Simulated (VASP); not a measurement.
# CsH (R-3m) in VASP: a series of runs

The runs below take CsH through single point, with LDA.

All numbers are computed with VASP 6.6.1; they aren't measurements. Logs are shortened: lines on timing, memory, paths and dates and some standing lists are left out, and cuts for length are marked.

**1. The cell of the first run**

Symmetry: R-3m, No. 166, trigonal system. The conventional cell has a = 4.816 Å, b = 4.816 Å, c = 8.316 Å, α = 90.00°, β = 90.00°, γ = 120.00°. Within 4.1 Å of Cs (site symmetry -3m) lie 6 H at 3.11 Å and 6 Cs at 3.93 Å. H (site symmetry -3m) has 6 Cs at 3.11 Å and 6 H at 3.93 Å within 4.1 Å.

**2. Single point, LDA**

Contents of INCAR:

```
SYSTEM = CsH
  PREC = Accurate
  ENCUT = 520
  EDIFF = 1E-6
  ISMEAR = 0
  SIGMA = 0.05
  LREAL = .False.
  LASPH = .True.
  NELM = 60
  ALGO = Normal
  ISIF = 2
  LWAVE = .False.
  LCHARG = .True.
  LELF = .True.
  LVHAR = .True.
  NBANDS = 12
```

Contents of KPOINTS:

```
regular mesh
0
Gamma
  8 8 8
  0 0 0
```

Contents of POSCAR:

```
CsH
1.0
    3.8705779014      0.4653774016      0.4653774016
    0.4653774016      3.8705779014      0.4653774016
    0.4653774016      0.4653774016      3.8705779014
Cs H
1 1
Direct
    0.0000000000      0.0000000000      0.0000000000
    0.5000000000      0.5000000000      0.5000000000
```

Potentials or basis: VASP PAW LDA potentials, release 64 (Cs_sv, H).

Run with:

```bash
$ cat potpaw_LDA.64/Cs_sv/POTCAR potpaw_LDA.64/H/POTCAR > POTCAR
$ mpirun -np 1 vasp_std > vasp.out
```

OUTCAR:

```text
SYSTEM = CsH
   PREC = Accurate
   ENCUT = 520
   EDIFF = 1E-6
   ISMEAR = 0
   LREAL = .False.
   LASPH = .True.
   NELM = 60
   ISIF = 2

 ion  position               nearest neighbor table
   1  0.000  0.000  0.000-
   2  0.500  0.500  0.500-

  LATTYP: Found a trigonal (rhomboedric) cell.
 ALAT       =     3.9261336634
 COS(alpha) =     0.2477620922

  Lattice vectors:

 A1 = (   3.8705779014,   0.4653774016,   0.4653774016)
 A2 = (   0.4653774016,   3.8705779014,   0.4653774016)
 A3 = (   0.4653774016,   0.4653774016,   3.8705779014)

Analysis of symmetry for initial positions (statically):
=====================================================================
 Subroutine PRICEL returns:
 Original cell was already a primitive cell.

 Routine SETGRP: Setting up the symmetry group for a
 trigonal (rhombohedral) supercell.

 Subroutine GETGRP returns: Found 12 space group operations
 (whereof 12 operations were pure point group operations)
 out of a pool of 12 trial point group operations.

The static configuration has the point symmetry D_3d.

Analysis of symmetry for dynamics (positions and initial velocities):
=====================================================================
 Subroutine PRICEL returns:
 Original cell was already a primitive cell.

 Routine SETGRP: Setting up the symmetry group for a
 trigonal (rhombohedral) supercell.

 Subroutine GETGRP returns: Found 12 space group operations
 (whereof 12 operations were pure point group operations)
 out of a pool of 12 trial point group operations.

The dynamic configuration has the point symmetry D_3d.

 Subroutine INISYM returns: Found 12 space group operations
 (whereof 12 operations are pure point group operations),
 and found     1 'primitive' translations

----------------------------------------------------------------------------------------

                                     Primitive cell

  volume of cell :      55.6733

  direct lattice vectors                    reciprocal lattice vectors
     3.870577901  0.465377402  0.465377402     0.265204145 -0.028464319 -0.028464319
     0.465377402  3.870577901  0.465377402    -0.028464319  0.265204145 -0.028464319
     0.465377402  0.465377402  3.870577901    -0.028464319 -0.028464319  0.265204145

  length of vectors
     3.926133663  3.926133663  3.926133663     0.268241819  0.268241819  0.268241819

  position of ions in fractional coordinates (direct lattice)
     0.000000000  0.000000000  0.000000000
     0.500000000  0.500000000  0.500000000

  ion indices of the primitive-cell ions
   primitive index   ion index
                 1           1
                 2           2

----------------------------------------------------------------------------------------

 KPOINTS: regular mesh

Automatic generation of k-mesh.
 Grid dimensions read from file:
 generate k-points for:    8    8    8

 Generating k-lattice:

  Cartesian coordinates                     Fractional coordinates (reciprocal lattice)
     0.033150518 -0.003558040 -0.003558040     0.125000000 -0.000000000  0.000000000
    -0.003558040  0.033150518 -0.003558040    -0.000000000  0.125000000  0.000000000
    -0.003558040 -0.003558040  0.033150518     0.000000000  0.000000000  0.125000000

  Length of vectors
     0.033530227  0.033530227  0.033530227

  Shift w.r.t. Gamma in fractional coordinates (k-lattice)
     0.000000000  0.000000000  0.000000000

 Subroutine IBZKPT returns following result:
 ===========================================

 Found     65 irreducible k-points:

 Following reciprocal coordinates:
            Coordinates               Weight
  0.000000  0.000000  0.000000      1.000000
  0.125000 -0.000000 -0.000000      6.000000
  0.250000 -0.000000 -0.000000      6.000000
  0.375000 -0.000000 -0.000000      6.000000
  0.500000 -0.000000 -0.000000      3.000000
  0.125000  0.125000 -0.000000      6.000000
[... 16 lines left out ...]
  0.250000  0.125000  0.125000      6.000000
  0.375000  0.125000  0.125000      6.000000
 [... further k-points ...]
   k-points           NKPTS =     65   k-points in BZ     NKDIM =     65   number of bands    NBANDS=     12
   number of dos      NEDOS =    301   number of ions     NIONS =      2
   total plane-waves  NPLWV =  27000
   dimension x,y,z NGX =    30 NGY =   30 NGZ =   30
   dimension x,y,z NGXF=    60 NGYF=   60 NGZF=   60
   ions per type =               1   1
   NGX,Y,Z   is equivalent  to a cutoff of  12.70, 12.70, 12.70 a.u.
   NGXF,Y,Z  is equivalent  to a cutoff of  25.41, 25.41, 25.41 a.u.
 SYSTEM =  CsH
   PREC   = accura    normal or accurate (medium, high low for compatibility)
   ISTART =      0    job   : 0-new  1-cont  2-samecut
   ICHARG =      2    charge: 1-file 2-atom 10-const
   ISPIN  =      1    spin polarized calculation?
   LNONCOLLINEAR =      F non collinear calculations
   LSORBIT =      F    spin-orbit coupling
   LASPH  =      T    aspherical Exc in radial PAW
   ENCUT  =  520.0 eV  38.22 Ry    6.18 a.u.   7.30  7.30  7.30*2*pi/ulx,y,z
   NELM   =     60;   NELMIN=  2; NELMDL= -5     # of ELM steps
   EDIFF  = 0.1E-05   stopping-criterion for ELM
   LREAL  =      F    real-space projection
   EDIFFG = 0.1E-04   stopping-criterion for IOM
   NSW    =      0    number of steps for IOM
   IBRION =     -1    ionic relax: 0-MD 1-quasi-New 2-CG
   NFREE  =      0    steps in history (QN), initial steepest desc. (CG)
   ISIF   =      2    stress and relaxation
   ISYM   =      2    0-nonsym 1-usesym 2-fastsym
   POTIM  = 0.5000    time-step for ionic-motion
   TEBEG  =    0.0;   TEEND  =   0.0 temperature during run
   PSTRESS=    0.0 pullay stress
   NELECT =      10.0000    total number of electrons
   NUPDOWN=      -1.0000    fix difference up-down
   EMIN   =  10.00;   EMAX   =-10.00  energy-range for DOS
   EFERMI =   0.00;   METHOD = LEGACY
   ISMEAR =     0;   SIGMA  =   0.05  broadening in eV -4-tet -1-fermi 0-gaus
   EFERMI_NEDOS =   21; number of points for ismear=-14 and -15
   IALGO  =     38    algorithm
   IMIX   =      4    mixing-type and parameters
     AMIX     =   0.40;   BMIX     =  1.00
     AMIX_MAG =   1.60;   BMIX_MAG =  1.00
  volume/ion in A,a.u.               =      27.84       187.85
  Fermi-wavevector in a.u.,A,eV,Ry     =   0.923689  1.745519 11.608509  0.853201
  Thomas-Fermi vector in A             =   2.049353
   LORBIT       =      0    0 simple, 1 ext, 2 COOP (PROOUT), +10 PAW based schemes
   GGA     = CA    functional components
   LHFCALC =     F    Hartree Fock is set to
   AEXX    =    0.0000 exact exchange contribution
   IVDW    =     0    specifies the selected vdW correction
   LEPSILON=     F    determine dielectric tensor
   LRPA    =     F    only Hartree local field effects (RPA)
 non-spin polarized calculation
 Gauss-broadening in eV      SIGMA  =   0.05
  energy-cutoff  :      520.00
  volume of cell :       55.67
 maximum number of plane-waves:      1517
 NGX is ok and might be reduce to    30
   NGX = 15   NGY = 15   NGZ = 15

 number of electron      10.0000000 magnetization

 number of electron       9.9999998 magnetization

 Free energy of the ion-electron system (eV)
  ---------------------------------------------------
  ext. energy  EPLUGINS =         0.00000000
  ---------------------------------------------------
  free energy    TOTEN  =        -4.87852145 eV

  energy without entropy =       -4.87852145  energy(sigma->0) =       -4.87852145

 E-fermi :   1.1211     XC(G=0):  -8.1402

 val. band max:        0.8068619106   @ k =   0.5000   0.5000   0.5000
 cond. band min:       2.4534483586   @ k =   0.5000   0.5000   0.5000
 fundamental gap:      1.6465864480
 Fermi energy:         1.1210990046

 k-point     1 :       0.0000    0.0000    0.0000
  band No.  band energies     occupation
      1     -20.9964      2.00000
      2      -7.1934      2.00000
      3      -7.1934      2.00000
      4      -7.0278      2.00000
      5      -1.4042      2.00000
      6       4.3399      0.00000
      7       4.3399      0.00000
      8       6.6718      0.00000
      9       8.7280      0.00000
     10       8.7280      0.00000
     11       9.5960      0.00000
     12       9.8677      0.00000

 k-point     2 :       0.1250   -0.0000   -0.0000
  band No.  band energies     occupation
      1     -20.9760      2.00000
      2      -7.4130      2.00000
      3      -7.1823      2.00000
      4      -7.0635      2.00000
      5      -1.1232      2.00000
      6       4.4104      0.00000
      7       4.4489      0.00000
      8       6.4477      0.00000
      9       8.0024      0.00000
     10       8.3234      0.00000
     11       9.3446      0.00000
     12      10.6493      0.00000

 k-point     3 :       0.2500   -0.0000   -0.0000
  band No.  band energies     occupation
      1     -20.9262      2.00000
      2      -7.9445      2.00000
      3      -7.1549      2.00000
      4      -7.0696      2.00000
      5      -0.4678      2.00000
      6       4.0123      0.00000
      7       4.5210      0.00000
      8       7.0701      0.00000
      9       7.3190      0.00000
     10       8.0415      0.00000
     11       8.7273      0.00000
     12      11.6585      0.00000
[... 286 lines left out ...]
 k-point    23 :       0.2500    0.1250    0.1250
  band No.  band energies     occupation
      1     -20.9019      2.00000
      2      -7.8038      2.00000
      3      -7.2467      2.00000
      4      -7.2362      2.00000
      5      -0.5936      2.00000
      6       4.5875      0.00000
      7       5.0158      0.00000
      8       6.2420      0.00000
      9       6.7904      0.00000
     10       7.0046      0.00000
     11       8.0457      0.00000
     12      11.6355      0.00000

 k-point    24 :       0.3750    0.1250    0.1250
  band No.  band energies     occupation
      1     -20.8508      2.00000
      2      -8.2828      2.00000
      3      -7.2343      2.00000
      4      -7.2083      2.00000
      5      -0.0288      2.00000
      6       3.7540      0.00000
      7       5.0226      0.00000
      8       6.0721      0.00000
      9       6.4175      0.00000
     10       8.6350      0.00000
     11       8.8300      0.00000
     12      11.5638      0.00000

 [... further k-points ...]
[... 5 lines left out ...]
  --------------------------------------------------------------------------------------
  -------------------------------------------------------------------------------------
  Total       -0.2212178     -0.2212178     -0.2212178      0.0214879      0.0214879      0.0214879
  in kB       -6.3662469     -6.3662469     -6.3662469      0.6183817      0.6183817      0.6183817
  external PRESSURE =      -6.3662469 kB  Pullay stress =       0.0000000 kB

 VOLUME and BASIS-vectors are now :
 -----------------------------------------------------------------------------
  energy-cutoff  :      520.00
  volume of cell :       55.67
      direct lattice vectors                 reciprocal lattice vectors
     3.870577901  0.465377402  0.465377402     0.265204145 -0.028464319 -0.028464319
     0.465377402  3.870577901  0.465377402    -0.028464319  0.265204145 -0.028464319
     0.465377402  0.465377402  3.870577901    -0.028464319 -0.028464319  0.265204145

 POSITION                                       TOTAL-FORCE (eV/Angst)
 -----------------------------------------------------------------------------------
      0.00000      0.00000      0.00000         0.000000     -0.000000     -0.000000
      2.40067      2.40067      2.40067        -0.000000      0.000000      0.000000
 -----------------------------------------------------------------------------------
    total drift:                                0.000000     -0.000000     -0.000000

  FREE ENERGIE OF THE ION-ELECTRON SYSTEM (eV)
  ---------------------------------------------------
  free  energy   TOTEN  =        -4.8785214500 eV

  energy  without entropy=       -4.8785214500  energy(sigma->0) =       -4.87852145
```

Wall time 15 s (1 thread of AMD EPYC 9R45 (Zen 5), shared host); peak memory 0.14 GiB.

What came out:

* Free energy: -4.8785 eV
* Pressure: -0.6 GPa
* Band gap on the k mesh: 1.65 eV, direct

Caveat: spin-orbit coupling is left out, which moves the levels of the heavy elements. A k mesh can miss the band edges.

(Continued in part 2 of 2.)
